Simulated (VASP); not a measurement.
# Sc (P6_3/mmc) in VASP: a series of runs

Sc is run at these levels: PBEsol; tasks: single point.

Program: VASP 6.6.1. These are calculated values, not measurements. Logs are shortened: lines on timing, memory, paths and dates and some standing lists are left out, and cuts for length are marked.

### 1 The cell of the first run

The structure is hexagonal, space group P6_3/mmc (No. 194). The conventional cell has a = 3.408 Å, b = 3.408 Å, c = 5.347 Å, α = 90.00°, β = 90.00°, γ = 120.00°. Sc (site symmetry -6m2) has 12 Sc at 3.32 to 3.41 Å within 4.4 Å.

### 2 Single point, PBEsol (strain +0.030 along x and y, +0.015 along z)

Contents of INCAR:

```
SYSTEM = Sc
ALGO = Fast
EDIFF = 1E-6
ENCUT = 520
GGA = PS
ISIF = 2
ISMEAR = 0
LASPH = .True.
LCHARG = .True.
LELF = .True.
LREAL = .False.
LVHAR = .True.
LWAVE = .False.
NBANDS = 18
NELM = 100
PREC = Accurate
SIGMA = 0.15
```

Contents of KPOINTS:

```
k-points
0
Gamma
  18 18 10
  0 0 0
```

Contents of POSCAR:

```
Sc
1.0
    3.4080618342      0.0000000000      0.0000000000
   -1.7040309171      2.9514681261      0.0000000000
    0.0000000000      0.0000000000      5.3470200000
Sc
2
Direct
    0.3333333333      0.6666666667      0.2500000000
    0.6666666667      0.3333333333      0.7500000000
```

Potentials or basis: VASP PAW PBE potentials, release 64 (Sc_sv).

Command:

```
> cat potpaw_PBE.64/Sc_sv/POTCAR > POTCAR
> mpirun -np 1 vasp_std > vasp.out
```

OUTCAR:

```text
SYSTEM = Sc
   EDIFF = 1E-6
   ENCUT = 520
   GGA = PS
   ISIF = 2
   ISMEAR = 0
   LASPH = .True.
   LREAL = .False.
   NELM = 100
   PREC = Accurate

 ion  position               nearest neighbor table
   1  0.333  0.667  0.250-   2 3.32   2 3.32   2 3.32   2 3.32   2 3.32   2 3.32
   2  0.667  0.333  0.750-   1 3.32   1 3.32   1 3.32   1 3.32   1 3.32   1 3.32

  LATTYP: Found a hexagonal cell.
 ALAT       =     3.4080618342
 C/A-ratio  =     1.5689328011

  Lattice vectors:

 A1 = (   3.4080618342,   0.0000000000,   0.0000000000)
 A2 = (  -1.7040309171,   2.9514681261,   0.0000000000)
 A3 = (   0.0000000000,   0.0000000000,   5.3470200000)

Analysis of symmetry for initial positions (statically):
=====================================================================
 Subroutine PRICEL returns:
 Original cell was already a primitive cell.

 Routine SETGRP: Setting up the symmetry group for a
 hexagonal supercell.

 Subroutine GETGRP returns: Found 24 space group operations
 (whereof 12 operations were pure point group operations)
 out of a pool of 24 trial point group operations.

The static configuration has the point symmetry D_3d.
 The point group associated with its full space group is D_6h.

Analysis of symmetry for dynamics (positions and initial velocities):
=====================================================================
 Subroutine PRICEL returns:
 Original cell was already a primitive cell.

 Routine SETGRP: Setting up the symmetry group for a
 hexagonal supercell.

 Subroutine GETGRP returns: Found 24 space group operations
 (whereof 12 operations were pure point group operations)
 out of a pool of 24 trial point group operations.

The dynamic configuration has the point symmetry D_3d.
 The point group associated with its full space group is D_6h.

 Subroutine INISYM returns: Found 24 space group operations
 (whereof 12 operations are pure point group operations),
 and found     1 'primitive' translations

----------------------------------------------------------------------------------------

                                     Primitive cell

  volume of cell :      53.7845

  direct lattice vectors                    reciprocal lattice vectors
     3.408061834  0.000000000  0.000000000     0.293421906  0.169407217  0.000000000
    -1.704030917  2.951468126  0.000000000     0.000000000  0.338814433  0.000000000
     0.000000000  0.000000000  5.347020000     0.000000000  0.000000000  0.187020060

  length of vectors
     3.408061834  3.408061834  5.347020000     0.338814433  0.338814433  0.187020060

  position of ions in fractional coordinates (direct lattice)
     0.333333333  0.666666667  0.250000000
     0.666666667  0.333333333  0.750000000

  ion indices of the primitive-cell ions
   primitive index   ion index
                 1           1
                 2           2

----------------------------------------------------------------------------------------

 KPOINTS: k-points

Automatic generation of k-mesh.
 Grid dimensions read from file:
 generate k-points for:   18   18   10

 Generating k-lattice:

  Cartesian coordinates                     Fractional coordinates (reciprocal lattice)
     0.016301217  0.009411512  0.000000000     0.055555556  0.000000000  0.000000000
     0.000000000  0.018823024  0.000000000     0.000000000  0.055555556  0.000000000
     0.000000000  0.000000000  0.018702006     0.000000000  0.000000000  0.100000000

  Length of vectors
     0.018823024  0.018823024  0.018702006

  Shift w.r.t. Gamma in fractional coordinates (k-lattice)
     0.000000000  0.000000000  0.000000000

 Subroutine IBZKPT returns following result:
 ===========================================

 Found    222 irreducible k-points:

 Following reciprocal coordinates:
            Coordinates               Weight
  0.000000  0.000000  0.000000      1.000000
  0.055556 -0.000000  0.000000      6.000000
  0.111111 -0.000000  0.000000      6.000000
  0.166667 -0.000000  0.000000      6.000000
  0.222222 -0.000000  0.000000      6.000000
  0.277778 -0.000000  0.000000      6.000000
[... 16 lines left out ...]
  0.333333  0.111111  0.000000     12.000000
  0.388889  0.111111  0.000000     12.000000
 [... further k-points ...]
   k-points           NKPTS =    222   k-points in BZ     NKDIM =    222   number of bands    NBANDS=     18
   number of dos      NEDOS =    301   number of ions     NIONS =      2
   total plane-waves  NPLWV =  31360
   dimension x,y,z NGX =    28 NGY =   28 NGZ =   40
   dimension x,y,z NGXF=    56 NGYF=   56 NGZF=   80
   ions per type =               2
   NGX,Y,Z   is equivalent  to a cutoff of  13.66, 13.66, 12.44 a.u.
   NGXF,Y,Z  is equivalent  to a cutoff of  27.32, 27.32, 24.87 a.u.
 SYSTEM =  Sc
   PREC   = accura    normal or accurate (medium, high low for compatibility)
   ISTART =      0    job   : 0-new  1-cont  2-samecut
   ICHARG =      2    charge: 1-file 2-atom 10-const
   ISPIN  =      1    spin polarized calculation?
   LNONCOLLINEAR =      F non collinear calculations
   LSORBIT =      F    spin-orbit coupling
   LASPH  =      T    aspherical Exc in radial PAW
   ENCUT  =  520.0 eV  38.22 Ry    6.18 a.u.   6.34  6.34  9.94*2*pi/ulx,y,z
   NELM   =    100;   NELMIN=  2; NELMDL= -5     # of ELM steps
   EDIFF  = 0.1E-05   stopping-criterion for ELM
   LREAL  =      F    real-space projection
[... 7 lines left out ...]
   TEBEG  =    0.0;   TEEND  =   0.0 temperature during run
   PSTRESS=    0.0 pullay stress
   NELECT =      22.0000    total number of electrons
   NUPDOWN=      -1.0000    fix difference up-down
   EMIN   =  10.00;   EMAX   =-10.00  energy-range for DOS
   EFERMI =   0.00;   METHOD = LEGACY
   ISMEAR =     0;   SIGMA  =   0.15  broadening in eV -4-tet -1-fermi 0-gaus
   EFERMI_NEDOS =   21; number of points for ismear=-14 and -15
   IALGO  =     68    algorithm
   IMIX   =      4    mixing-type and parameters
     AMIX     =   0.40;   BMIX     =  1.00
     AMIX_MAG =   1.60;   BMIX_MAG =  1.00
  volume/ion in A,a.u.               =      26.89       181.48
  Fermi-wavevector in a.u.,A,eV,Ry     =   1.215243  2.296477 20.093308  1.476816
  Thomas-Fermi vector in A             =   2.350637
   LORBIT       =      0    0 simple, 1 ext, 2 COOP (PROOUT), +10 PAW based schemes
   GGA     = PS    functional components
   LHFCALC =     F    Hartree Fock is set to
   AEXX    =    0.0000 exact exchange contribution
   IVDW    =     0    specifies the selected vdW correction
   LEPSILON=     F    determine dielectric tensor
   LRPA    =     F    only Hartree local field effects (RPA)
 non-spin polarized calculation
 RMM-DIIS sequential band-by-band and
 Gauss-broadening in eV      SIGMA  =   0.15
  energy-cutoff  :      520.00
  volume of cell :       53.78
 maximum number of plane-waves:      1470
 NGX is ok and might be reduce to    28
   NGX = 13   NGY = 13   NGZ = 19

 number of electron      22.0000005 magnetization

 Free energy of the ion-electron system (eV)
  ---------------------------------------------------
  ext. energy  EPLUGINS =         0.00000000
  ---------------------------------------------------
  free energy    TOTEN  =       -13.10579869 eV

  energy without entropy =      -13.05425321  energy(sigma->0) =      -13.08002595

 E-fermi :   3.0855     XC(G=0):  -9.6396

 val. band max:        3.0846537139   @ k =   0.2778   0.2222   0.4000
 cond. band min:       3.0883889196   @ k =   0.4444   0.1111   0.4000
 fundamental gap:      0.0037352057
 Fermi energy:         3.0855270456

 k-point     1 :       0.0000    0.0000    0.0000
  band No.  band energies     occupation
      1     -46.3504      2.00000
      2     -46.3021      2.00000
      3     -25.1997      2.00000
      4     -24.9475      2.00000
      5     -24.9475      2.00000
      6     -24.8980      2.00000
[... 10 lines left out ...]
     17       5.2208      0.00000
     18       5.2219      0.00000

 k-point     2 :       0.0556   -0.0000    0.0000
  band No.  band energies     occupation
      1     -46.3494      2.00000
      2     -46.3018      2.00000
      3     -25.1966      2.00000
      4     -24.9533      2.00000
      5     -24.9495      2.00000
      6     -24.9042      2.00000
[... 10 lines left out ...]
     17       5.1693      0.00000
     18       5.1846      0.00000

 k-point     3 :       0.1111   -0.0000    0.0000
  band No.  band energies     occupation
      1     -46.3464      2.00000
      2     -46.3007      2.00000
      3     -25.1878      2.00000
      4     -24.9702      2.00000
      5     -24.9553      2.00000
      6     -24.9219      2.00000
[... 10 lines left out ...]
     17       5.0831      0.00000
     18       5.1088      0.00000

 k-point     4 :       0.1667   -0.0000    0.0000
  band No.  band energies     occupation
      1     -46.3418      2.00000
      2     -46.2993      2.00000
      3     -25.1736      2.00000
      4     -24.9962      2.00000
      5     -24.9639      2.00000
      6     -24.9487      2.00000
[... 375 lines left out ...]
      4     -25.0920      2.00000
      5     -25.0544      2.00000
      6     -24.9975      2.00000
[... 10 lines left out ...]
     17       6.0532      0.00000
     18       6.3634      0.00000

 k-point    23 :       0.3333    0.1111    0.0000
  band No.  band energies     occupation
      1     -46.3155      2.00000
      2     -46.2950      2.00000
      3     -25.1172      2.00000
      4     -25.0818      2.00000
      5     -25.0708      2.00000
      6     -25.0105      2.00000
[... 10 lines left out ...]
     17       6.3293      0.00000
     18       6.6613      0.00000

 k-point    24 :       0.3889    0.1111    0.0000
  band No.  band energies     occupation
      1     -46.3113      2.00000
      2     -46.2954      2.00000
      3     -25.1336      2.00000
      4     -25.0815      2.00000
      5     -25.0640      2.00000
      6     -25.0190      2.00000
[... 10 lines left out ...]
     17       6.5275      0.00000
     18       6.6724      0.00000

 [... further k-points ...]

------------------------ aborting loop because EDIFF is reached ----------------------------------------

  FORCE on cell =-STRESS in cart. coord.  units (eV):
  Direction    XX          YY          ZZ          XY          YZ          ZX
  --------------------------------------------------------------------------------------
  -------------------------------------------------------------------------------------
  Total       -1.9334273     -1.9334273     -2.0523880      0.0000000     -0.0000000      0.0000000
  in kB      -57.5945055    -57.5945055    -61.1382034      0.0000000     -0.0000000      0.0000000
  external PRESSURE =     -58.7757381 kB  Pullay stress =       0.0000000 kB

 VOLUME and BASIS-vectors are now :
 -----------------------------------------------------------------------------
  energy-cutoff  :      520.00
  volume of cell :       53.78
      direct lattice vectors                 reciprocal lattice vectors
     3.408061834  0.000000000  0.000000000     0.293421906  0.169407217  0.000000000
    -1.704030917  2.951468126  0.000000000     0.000000000  0.338814433  0.000000000
     0.000000000  0.000000000  5.347020000     0.000000000  0.000000000  0.187020060

 POSITION                                       TOTAL-FORCE (eV/Angst)
 -----------------------------------------------------------------------------------
     -0.00000      1.96765      1.33675         0.000000      0.000000      0.000000
      1.70403      0.98382      4.01026        -0.000000     -0.000000      0.000000
 -----------------------------------------------------------------------------------
    total drift:                                0.000000     -0.000000      0.000000

  FREE ENERGIE OF THE ION-ELECTRON SYSTEM (eV)
  ---------------------------------------------------
  free  energy   TOTEN  =       -13.1057986860 eV

  energy  without entropy=      -13.0542532149  energy(sigma->0) =      -13.08002595
```

It took 3.2 min on 1 thread of Intel Xeon Platinum 8559C (Emerald Rapids), shared host; peak memory 0.3 GiB.

Results:

```
Free energy            : -13.1058 eV
Pressure               : -5.9 GPa
Band gap on the k mesh : zero (band 11 reaches 3.98 eV, above the bottom of band 12 at 2.66 eV)
```

Caveat: the cell differs from its parent crystal (strain +0.030 along x and y, +0.015 along z); the PAW data sets were made with another functional, which shifts forces and pressure a little.

(Part 1 of 3 ends here.)
